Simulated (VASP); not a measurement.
Wanted: the native input for a VASP 6.6.1 run.

```
Task                   : electric field gradients
Functional             : PBEsol
Potentials or basis    : VASP PAW PBE potentials, release 64 (Hf_pv)
Cutoff                 : 520 eV
k mesh                 : 16 × 16 × 16
Occupations            : fermi-dirac, width 0.03 eV
Spin                   : no spin polarisation
Dipole correction      : no
Further INCAR settings : ALGO = Normal; EDIFF = 1e-08; NBANDS = 11
```

The structure of Hf lies in POSCAR:

```
Hf
1.0
    0.0000000000      2.2273754695      2.2273754695
    2.2273754695      0.0000000000      2.2273754695
    2.2273754695      2.2273754695      0.0000000000
Hf
1
Direct
    0.0000000000      0.0000000000      0.0000000000
```

This isn't the form of Hf at room conditions, which is hcp.

One way to write it, as run:

INCAR

```
SYSTEM = Hf
PREC = Accurate
ENCUT = 520
EDIFF = 1E-8
ISMEAR = -1
SIGMA = 0.03
LREAL = .False.
LASPH = .True.
NELM = 80
ALGO = Normal
ISIF = 2
LWAVE = .False.
LCHARG = .False.
GGA = PS
LEFG = .True.
NBANDS = 11
```

KPOINTS

```
Automatic mesh
0
Gamma
  16 16 16
  0 0 0
```

Potentials or basis: VASP PAW PBE potentials, release 64 (Hf_pv).

Run with:

```console
$ cat potpaw_PBE.64/Hf_pv/POTCAR > POTCAR
$ mpirun -np 1 vasp_std > vasp.out
```

Results of the run:

```json
{"Pressure": "-3.0 GPa", "Band gap on the k mesh": "zero (bands 5 and 6 overlap by 1.79 eV)", "Largest electric field gradient by atom": "under 0.05 V/Å² on every atom"}
```

Caveat: the cell stands under tension; the PAW data sets were made with another functional, which shifts forces and pressure a little; spin-orbit coupling is left out, which moves the levels of the heavy elements.

Wall time 38 s on 1 thread of Intel Xeon 8259CL, on a shared host, peak memory 0.16 GiB.
